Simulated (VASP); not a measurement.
# CoSi (Pm-3m) in VASP: a series of runs

The runs below take CoSi through single point, with PBE+U, LDA+U.

Program: VASP 6.6.1. These are calculated values, not measurements. Logs are shortened: lines on timing, memory, paths and dates and some standing lists are left out, and cuts for length are marked.

## 1. The cell of the first run

The structure is cubic, space group Pm-3m (No. 221). The conventional cell has a = 2.781 Å, b = 2.781 Å, c = 2.781 Å, α = 90.00°, β = 90.00°, γ = 90.00°. Co (site symmetry m-3m) has 8 Si at 2.41 Å and 6 Co at 2.78 Å within 3.2 Å. Si (site symmetry m-3m) has 8 Co at 2.41 Å and 6 Si at 2.78 Å within 3.2 Å.

## 2. Single point, PBE+U, collinear spin, ferromagnetic start

POSCAR

```
CoSi
1.0
    2.7813340000      0.0000000000      0.0000000000
    0.0000000000      2.7813340000      0.0000000000
    0.0000000000      0.0000000000      2.7813340000
Co Si
1 1
Direct
    0.0000000000      0.0000000000      0.0000000000
    0.5000000000      0.5000000000      0.5000000000
```

INCAR.step1

```
  ISPIN = 2
  MAGMOM = 2 0
  LORBIT = 11
  LDAU = T
  LDAUTYPE = 2
  LDAUL = 2 -1
  LDAUU = 8 0
  LDAUJ = 0 0
  ISMEAR = 0
  SIGMA = 0.03
  LWAVE = T
  LCHARG = T
  ISIF = 2
  NELM = 100
  ALGO = Normal
  PREC = Accurate
  LASPH = T
  LREAL = F
  EDIFF = 1E-5
  GGA_COMPAT = F
  ENCUT = 400
  EFERMI = MIDGAP
  LMAXMIX = 4
  GGA = PE
```

INCAR.step2

```
  GGA = PE
  ISPIN = 2
  MAGMOM = 2 0
  LORBIT = 11
  LDAU = T
  LDAUTYPE = 2
  LDAUL = 2 -1
  LDAUU = 8 0
  LDAUJ = 0 0
  ISMEAR = 0
  SIGMA = 0.03
  LWAVE = F
  LCHARG = F
  ISIF = 2
  NELM = 100
  ALGO = All
  PREC = Accurate
  LASPH = T
  LREAL = F
  EDIFF = 1E-6
  GGA_COMPAT = F
  ENCUT = 400
  EFERMI = MIDGAP
  LMAXMIX = 4
  ISTART = 1
  ISEARCH = 1
```

KPOINTS

```
k-points
0
Gamma
  6 6 6
```

Potentials or basis: VASP PAW PBE potentials, release 64 (Co, Si).

Run with:

```bash
$ cat potpaw_PBE.64/Co/POTCAR potpaw_PBE.64/Si/POTCAR > POTCAR
$ cp INCAR.step1 INCAR
$ mpirun -np 1 vasp_std > vasp.out
$ cp INCAR.step2 INCAR
$ mpirun -np 1 vasp_std > vasp.out
```

OUTCAR:

```text
GGA = PE
   ISPIN = 2
   LORBIT = 11
   ISMEAR = 0
   ISIF = 2
   NELM = 100
   PREC = Accurate
   LASPH = T
   LREAL = F
   EDIFF = 1E-6
   ENCUT = 400
   EFERMI = MIDGAP
   ISTART = 1

 Found     20 irreducible k-points:

 Following reciprocal coordinates:
            Coordinates               Weight
  0.000000  0.000000  0.000000      1.000000
  0.166667  0.000000  0.000000      6.000000
  0.333333  0.000000  0.000000      6.000000
  0.500000  0.000000  0.000000      3.000000
  0.166667  0.166667  0.000000     12.000000
  0.333333  0.166667  0.000000     24.000000
   k-points           NKPTS =     20   k-points in BZ     NKDIM =     20   number of bands    NBANDS=     11
   number of dos      NEDOS =    301   number of ions     NIONS =      2
   total plane-waves  NPLWV =   5832
   dimension x,y,z NGX =    18 NGY =   18 NGZ =   18
   dimension x,y,z NGXF=    36 NGYF=   36 NGZF=   36
   ions per type =               1   1
   NGX,Y,Z   is equivalent  to a cutoff of  10.76, 10.76, 10.76 a.u.
   NGXF,Y,Z  is equivalent  to a cutoff of  21.52, 21.52, 21.52 a.u.
 SYSTEM =  unknown system
   PREC   = accura    normal or accurate (medium, high low for compatibility)
   ISTART =      1    job   : 0-new  1-cont  2-samecut
   ICHARG =      0    charge: 1-file 2-atom 10-const
   ISPIN  =      2    spin polarized calculation?
   LNONCOLLINEAR =      F non collinear calculations
   LSORBIT =      F    spin-orbit coupling
   LASPH  =      T    aspherical Exc in radial PAW
   ENCUT  =  400.0 eV  29.40 Ry    5.42 a.u.   4.54  4.54  4.54*2*pi/ulx,y,z
   NELM   =    100;   NELMIN=  2; NELMDL=  0     # of ELM steps
   EDIFF  = 0.1E-05   stopping-criterion for ELM
   LREAL  =      F    real-space projection
   EDIFFG = 0.1E-04   stopping-criterion for IOM
   NSW    =      0    number of steps for IOM
   IBRION =     -1    ionic relax: 0-MD 1-quasi-New 2-CG
   NFREE  =      0    steps in history (QN), initial steepest desc. (CG)
   ISIF   =      2    stress and relaxation
   ISYM   =      2    0-nonsym 1-usesym 2-fastsym
   POTIM  = 0.5000    time-step for ionic-motion
   TEBEG  =    0.0;   TEEND  =   0.0 temperature during run

   SCALEE = 1.0000    scale energy and forces
   PSTRESS=    0.0 pullay stress
   NELECT =      13.0000    total number of electrons
   NUPDOWN=      -1.0000    fix difference up-down
   EMIN   =  10.00;   EMAX   =-10.00  energy-range for DOS
   EFERMI =   0.00;   METHOD = MIDGAP
   ISMEAR =     0;   SIGMA  =   0.03  broadening in eV -4-tet -1-fermi 0-gaus
   EFERMI_NEDOS =   21; number of points for ismear=-14 and -15
   IALGO  =     58    algorithm
   IMIX   =      4    mixing-type and parameters
     AMIX     =   0.40;   BMIX     =  1.00
     AMIX_MAG =   1.60;   BMIX_MAG =  1.00
  volume/ion in A,a.u.               =      10.76        72.60
  Fermi-wavevector in a.u.,A,eV,Ry     =   1.384000  2.615381 26.061367  1.915456
  Thomas-Fermi vector in A             =   2.508545
   LORBIT       =     11    0 simple, 1 ext, 2 COOP (PROOUT), +10 PAW based schemes
 LDA+U is selected, type is set to LDAUTYPE =  2
   angular momentum for each species LDAUL =     2   -1
   U (eV)           for each species LDAUU =   8.0  0.0
   J (eV)           for each species LDAUJ =   0.0  0.0
   GGA     = PE    functional components
   LHFCALC =     F    Hartree Fock is set to
   AEXX    =    0.0000 exact exchange contribution
   IVDW    =     0    specifies the selected vdW correction
   LEPSILON=     F    determine dielectric tensor
   LRPA    =     F    only Hartree local field effects (RPA)

   CSHIFT  =0.1000    complex shift for real part using Kramers Kronig

   OMEGAMAX=  -1.0    maximum frequency
 spin polarized calculation
 Gauss-broadening in eV      SIGMA  =   0.03
  energy-cutoff  :      400.00
  volume of cell :       21.52
 maximum number of plane-waves:       402
   NGX =  9   NGY =  9   NGZ =  9

 number of electron      13.0000010 magnetization       1.0185143

 Free energy of the ion-electron system (eV)
  ---------------------------------------------------
  ext. energy  EPLUGINS =         0.00000000
  ---------------------------------------------------
  free energy    TOTEN  =        -7.37132903 eV

  energy without entropy =       -7.37045987  energy(sigma->0) =       -7.37089445

 E-fermi :  12.8536     XC(G=0): -12.8982

 val. band max:       12.8527709035   @ k =   0.1667   0.1667   0.0000
 cond. band min:      12.8925154497   @ k =   0.3333   0.3333   0.3333
 fundamental gap:      0.0397445462
 Fermi energy:        12.8535669178

 spin component 1

 k-point     1 :       0.0000    0.0000    0.0000
  band No.  band energies     occupation
      1      -1.3467      1.00000
      2       5.5970      1.00000
      3       5.5970      1.00000
      4       8.6396      1.00000
      5       8.6396      1.00000
      6       8.6396      1.00000
      7      15.8825      0.00000
      8      15.8825      0.00000
      9      15.8825      0.00000
     10      19.0142      0.00000
     11      19.0142      0.00000

 k-point     2 :       0.1667    0.0000    0.0000
  band No.  band energies     occupation
      1      -0.8179      1.00000
      2       5.6511      1.00000
      3       5.7104      1.00000
      4       8.3497      1.00000
      5       8.3497      1.00000
      6       8.6702      1.00000
      7      12.7613      0.99999
      8      16.5913      0.00000
      9      16.5913      0.00000
     10      19.1111      0.00000
     11      21.4975      0.00000

 k-point     3 :       0.3333    0.0000    0.0000
  band No.  band energies     occupation
      1       0.6903      1.00000
      2       5.1501      1.00000
      3       5.9458      1.00000
      4       7.8487      1.00000
      5       7.8487      1.00000
      6       8.7311      1.00000
      7       9.7507      1.00000
      8      18.3742      0.00000
      9      18.3742      0.00000
     10      19.3603      0.00000
     11      23.5475      0.00000

 k-point     4 :       0.5000    0.0000    0.0000
  band No.  band energies     occupation
      1       2.5013      1.00000
      2       3.5304      1.00000
      3       6.0691      1.00000
      4       7.6257      1.00000
      5       7.6257      1.00000
      6       8.7617      1.00000
      7       8.9562      1.00000
      8      19.5315      0.00000
      9      20.1043      0.00000
     10      20.1043      0.00000
     11      22.3922      0.00000

 k-point     5 :       0.1667    0.1667    0.0000
  band No.  band energies     occupation
      1      -0.3083      1.00000
      2       5.7703      1.00000
      3       5.8203      1.00000
      4       7.9742      1.00000
      5       8.3300      1.00000
      6       8.4679      1.00000
      7      12.8528      0.51979
      8      13.9308      0.00000
      9      17.2258      0.00000
     10      20.4223      0.00000
     11      23.6745      0.00000

 k-point     6 :       0.3333    0.1667    0.0000
  band No.  band energies     occupation
      1       1.1258      1.00000
      2       5.3902      1.00000
      3       6.0922      1.00000
      4       7.5238      1.00000
      5       7.9138      1.00000
      6       8.5030      1.00000
      7      10.0619      1.00000
      8      15.0249      0.00000
      9      18.8189      0.00000
     10      20.6125      0.00000
     11      22.1005      0.00000

 [... further k-points ...]

 spin component 2

 k-point     1 :       0.0000    0.0000    0.0000
  band No.  band energies     occupation
      1      -1.5446      1.00000
      2       9.5122      1.00000
      3       9.5122      1.00000
      4       9.5124      1.00000
      5      11.2566      1.00000
      6      11.2567      1.00000
      7      15.6837      0.00000
      8      15.6837      0.00000
      9      15.6837      0.00000
     10      21.4225      0.00000
     11      21.4227      0.00000

 k-point     2 :       0.1667    0.0000    0.0000
  band No.  band energies     occupation
      1      -1.0144      1.00000
      2       9.1639      1.00000
      3       9.1641      1.00000
      4       9.5472      1.00000
      5       9.8816      1.00000
      6      11.5289      1.00000
      7      14.9891      0.00000
      8      16.4490      0.00000
      9      16.4490      0.00000
     10      20.9618      0.00000
     11      22.8304      0.00000

 k-point     3 :       0.3333    0.0000    0.0000
  band No.  band energies     occupation
      1       0.5172      1.00000
      2       6.6283      1.00000
      3       8.5869      1.00000
      4       8.5871      1.00000
      5       9.6173      1.00000
      6      12.1724      1.00000
      7      15.2964      0.00000
      8      18.3146      0.00000
      9      18.3147      0.00000
     10      19.8902      0.00000
     11      24.0264      0.00000

 k-point     4 :       0.5000    0.0000    0.0000
  band No.  band energies     occupation
      1       2.2814      1.00000
      2       4.1333      1.00000
      3       8.3371      1.00000
      4       8.3372      1.00000
      5       9.6528      1.00000
      6      12.5701      1.00000
      7      15.6841      0.00000
      8      19.2584      0.00000
      9      20.1395      0.00000
     10      20.1397      0.00000
     11      22.2256      0.00000

 k-point     5 :       0.1667    0.1667    0.0000
  band No.  band energies     occupation
      1      -0.5039      1.00000
      2       8.5134      1.00000
      3       9.1327      1.00000
      4       9.3174      1.00000
      5       9.9177      1.00000
      6      11.2576      1.00000
      7      15.0018      0.00000
      8      15.5402      0.00000
      9      17.1229      0.00000
     10      21.4092      0.00000
     11      24.5687      0.00000

 k-point     6 :       0.3333    0.1667    0.0000
  band No.  band energies     occupation
      1       0.9538      1.00000
      2       6.7300      1.00000
      3       8.5027      1.00000
      4       8.6649      1.00000
      5       9.3539      1.00000
      6      11.9854      1.00000
      7      15.2533      0.00000
      8      16.0098      0.00000
      9      18.7709      0.00000
     10      20.4689      0.00000
     11      23.0254      0.00000

 [... further k-points ...]

------------------------ aborting loop because EDIFF is reached ----------------------------------------

  FORCE on cell =-STRESS in cart. coord.  units (eV):
  Direction    XX          YY          ZZ          XY          YZ          ZX
  --------------------------------------------------------------------------------------
  -------------------------------------------------------------------------------------
  Total        0.0618483      0.0618483      0.0618483      0.0000000      0.0000000      0.0000000
  in kB        4.6055259      4.6055259      4.6055259      0.0000000      0.0000000      0.0000000
  external PRESSURE =       4.6055259 kB  Pullay stress =       0.0000000 kB

 VOLUME and BASIS-vectors are now :
 -----------------------------------------------------------------------------
  energy-cutoff  :      400.00
  volume of cell :       21.52
      direct lattice vectors                 reciprocal lattice vectors
     2.781334000  0.000000000  0.000000000     0.359539703  0.000000000  0.000000000
     0.000000000  2.781334000  0.000000000     0.000000000  0.359539703  0.000000000
     0.000000000  0.000000000  2.781334000     0.000000000  0.000000000  0.359539703

 POSITION                                       TOTAL-FORCE (eV/Angst)
 -----------------------------------------------------------------------------------
      0.00000      0.00000      0.00000         0.000000      0.000000      0.000000
      1.39067      1.39067      1.39067         0.000000      0.000000      0.000000
 -----------------------------------------------------------------------------------
    total drift:                               -0.000000     -0.000000     -0.000000

  FREE ENERGIE OF THE ION-ELECTRON SYSTEM (eV)
  ---------------------------------------------------
  free  energy   TOTEN  =        -7.3713290340 eV

  energy  without entropy=       -7.3704601525  energy(sigma->0) =       -7.37089459

 total charge

# of ion       s       p       d       tot
------------------------------------------
    1        0.437   0.596   7.785   8.818
    2        0.726   0.827   0.000   1.553
--------------------------------------------------
tot          1.163   1.424   7.785  10.372

 magnetization (x)

# of ion       s       p       d       tot
------------------------------------------
    1       -0.020  -0.050   1.346   1.276
    2        0.002  -0.024   0.000  -0.022
--------------------------------------------------
tot         -0.019  -0.074   1.346   1.253
```

Run time: 15 s. Hardware: 1 thread of Intel Xeon Platinum 8175M at 2.50GHz (Skylake/Cascade Lake), shared host; peak memory 0.13 GiB.

What came out:

```yaml
Free_energy: -7.3713 eV
Pressure: 0.5 GPa
Band_gap_on_the_k_mesh: zero (filled and empty bands overlap)
Net_moment: 1.02 μB per cell
Site_moments: Co +1.28; Si -0.02 μB
Valence_electrons_inside_the_program's_atomic_spheres: Co 8.82; Si 1.55
```

Caveat: the k points lie up to 0.38 Å⁻¹ apart, too coarse for converged energies and pressures of a metal; the U is typed as a test and isn't derived for this compound.

## 3. Single point, LDA+U, collinear spin, ferromagnetic start

POSCAR is that of step 2.

INCAR.step1

```
SYSTEM = CoSi
GGA      = CA             ! functional
ISPIN    = 2              ! spin polarisation
MAGMOM   = 2 0            ! initial moments
LORBIT   = 11             ! projections on sites
LDAU     = .True.         ! DFT+U
LDAUTYPE = 2            
LDAUL    = 2 -1           ! shell
LDAUU    = 6 0            ! U, eV
LDAUJ    = 0 0          
ISMEAR   = 1              ! smearing method
SIGMA    = 0.1            ! smearing width, eV
LWAVE    = .False.        ! write WAVECAR
LCHARG   = .True.         ! write CHGCAR
NBANDS   = 28             ! bands
PREC     = Accurate       ! precision mode
LASPH    = .True.         ! aspherical terms in the spheres
LREAL    = .False.        ! projectors in reciprocal space
ALGO     = Normal         ! electronic algorithm
EDIFF    = 1E-6           ! SCF threshold, eV
NELM     = 200            ! most SCF steps
GGA_COMPAT= .False.      
ENCUT    = 310            ! plane-wave cutoff, eV
LMAXMIX  = 4              ! l up to which the mixer works
```

KPOINTS.step1

```
k-points
0
Gamma
  11 11 11
```

INCAR.step2

```
SYSTEM = CoSi
GGA      = CA             ! functional
ISPIN    = 2              ! spin polarisation
MAGMOM   = 2 0            ! initial moments
LORBIT   = 11             ! projections on sites
LDAU     = .True.         ! DFT+U
LDAUTYPE = 2            
LDAUL    = 2 -1           ! shell
LDAUU    = 6 0            ! U, eV
LDAUJ    = 0 0          
ISMEAR   = -5             ! smearing method
LWAVE    = .False.        ! write WAVECAR
LCHARG   = .False.        ! write CHGCAR
NBANDS   = 28             ! bands
PREC     = Accurate       ! precision mode
LASPH    = .True.         ! aspherical terms in the spheres
LREAL    = .False.        ! projectors in reciprocal space
ALGO     = Normal         ! electronic algorithm
EDIFF    = 1E-6           ! SCF threshold, eV
NELM     = 200            ! most SCF steps
GGA_COMPAT= .False.      
ENCUT    = 310            ! plane-wave cutoff, eV
LMAXMIX  = 4              ! l up to which the mixer works
NEDOS    = 2001           ! points of the DOS
EMIN     = -4.2595      
EMAX     = 20.7405      
ICHARG   = 11             ! starting density
```

KPOINTS.step2

```
Automatic mesh
0
Gamma
  13 13 13
  0 0 0
```

Potentials or basis: VASP PAW LDA potentials, release 64 (Co, Si).

Run with:

```bash
$ cat potpaw_LDA.64/Co/POTCAR potpaw_LDA.64/Si/POTCAR > POTCAR
$ cp INCAR.step1 INCAR
$ cp KPOINTS.step1 KPOINTS
$ mpirun -np 1 vasp_std > vasp.out
$ cp INCAR.step2 INCAR
$ cp KPOINTS.step2 KPOINTS
$ mpirun -np 1 vasp_std > vasp.out
```

It took 29 s on 1 thread of Intel Xeon Platinum 8259CL at 2.50GHz (Skylake/Cascade Lake), shared host; peak memory 0.14 GiB.

The run converged. Its results:

| Item | Value |
| --- | --- |
| Net moment | 0.94 μB per cell |
| Site moments | Co +1.07; Si +0.01 μB |
| Valence electrons inside the program's atomic spheres | Co 8.76; Si 1.57 |
| Density of states at the Fermi level | 0.22 states/eV/atom |

Levels at points of the mesh, in eV from the Fermi level:
Spin up:
```csv
k point,band 5,band 6,band 7,band 8,band 9,band 10
"(0.00, 0.00, 0.00)",-3.37,-3.37,2.90,2.90,2.90,6.65
```
Spin down:
| k point | band 2 | band 3 | band 4 | band 5 | band 6 | band 7 | band 8 | band 9 | band 10 | band 11 |
| --- | --- | --- | --- | --- | --- | --- | --- | --- | --- | --- |
| (0.00, 0.00, 0.00) | -2.80 | -2.80 | -2.47 | -2.47 | -2.47 | 2.85 | 2.85 | 2.85 | 8.07 | 8.07 |

Caveat: the cutoff is under 1.25 times the usual one of these potentials, so pressure, stress and relaxed cells hold a basis-set (Pulay) error; the U is typed as a test and isn't derived for this compound; tetrahedron occupations give inexact forces and stress in metals. The state reached can hang on the start; a lower one may exist.

(Continued in part 2 of 2.)
